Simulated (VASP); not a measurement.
**Ni: single point with LDA**

The system is Ni.

```xyz
1
Lattice="2.4212 0.0000 0.0000 0.0000 2.4212 0.0000 1.2106 1.2106 1.7120" Properties=species:S:1:pos:R:3 pbc="T T T"
Ni    0.0000    0.0000    0.0000
```

```json
{
 "Program": "VASP 6.6.1",
 "Task": "single point",
 "Functional": "LDA",
 "Potentials or basis": "VASP PAW LDA potentials, release 64 (Ni)",
 "Cutoff": "520 eV",
 "k mesh": "14 × 14 × 20",
 "Occupations": "gaussian, width 0.1 eV",
 "Spin": "collinear spin, ferromagnetic start",
 "Starting moments": "[0.7] μB"
}
```

```yaml
Pressure: -0.4 GPa
Net_moment: 0.56 μB per cell
Site_moments: Ni +0.56 μB
Valence_electrons_inside_the_program's_atomic_spheres: Ni 9.47
```

Stress tensor (GPa, compression positive):
```
-0.42  0.06  0.04
 0.06 -0.42  0.04
 0.04  0.04 -0.30
```

Levels at points of the mesh, in eV from the Fermi level:
Spin up:
| k point | band 1 | band 2 | band 3 | band 4 | band 5 | band 6 | band 7 | band 8 | band 9 | band 10 |
| --- | --- | --- | --- | --- | --- | --- | --- | --- | --- | --- |
| (0.00, 0.00, 0.00) | -9.55 | -2.55 | -2.54 | -2.54 | -1.25 | -1.25 | 24.46 | 28.86 | 28.86 | 28.86 |
| (0.50, 0.00, 0.00) | -5.24 | -2.56 | -2.56 | -0.46 | -0.46 | -0.40 | 6.33 | 22.94 | 26.00 | 26.00 |
| (0.00, 0.50, 0.00) | -5.24 | -2.56 | -2.56 | -0.46 | -0.46 | -0.40 | 6.33 | 22.94 | 26.00 | 26.00 |
| (0.50, 0.50, 0.00) | -5.11 | -4.56 | -0.44 | -0.29 | -0.29 | 2.51 | 10.04 | 15.54 | 15.54 | 20.87 |
| (0.00, 0.00, 0.50) | -5.11 | -4.56 | -0.44 | -0.29 | -0.29 | 2.51 | 10.04 | 15.54 | 15.54 | 20.88 |
| (0.50, 0.00, 0.50) | -5.24 | -2.56 | -2.56 | -0.46 | -0.46 | -0.40 | 6.33 | 22.94 | 26.00 | 26.00 |
| (0.00, 0.50, 0.50) | -5.24 | -2.56 | -2.56 | -0.46 | -0.46 | -0.40 | 6.33 | 22.94 | 26.00 | 26.00 |
| (0.50, 0.50, 0.50) | -5.10 | -4.56 | -0.44 | -0.29 | -0.29 | 2.51 | 10.04 | 15.54 | 15.54 | 20.87 |
Spin down:
```tsv
k point	band 3	band 4	band 5	band 6	band 7	band 8
(0.00, 0.00, 0.00)	-1.97	-1.96	-0.72	-0.72	24.45	28.90
(0.50, 0.00, 0.00)	-2.04	-0.37	0.15	0.15	6.70	22.92
(0.00, 0.50, 0.00)	-2.04	-0.37	0.15	0.15	6.70	22.92
(0.50, 0.50, 0.00)	0.11	0.37	0.37	2.56	10.30	15.61
(0.00, 0.00, 0.50)	0.12	0.37	0.38	2.56	10.30	15.61
(0.50, 0.00, 0.50)	-2.04	-0.37	0.15	0.15	6.70	22.92
(0.00, 0.50, 0.50)	-2.04	-0.37	0.15	0.15	6.70	22.92
(0.50, 0.50, 0.50)	0.12	0.37	0.38	2.56	10.30	15.61
```

Wall time 18 min on 1 thread of AMD EPYC 7R13 (shared host), peak memory 0.48 GiB.
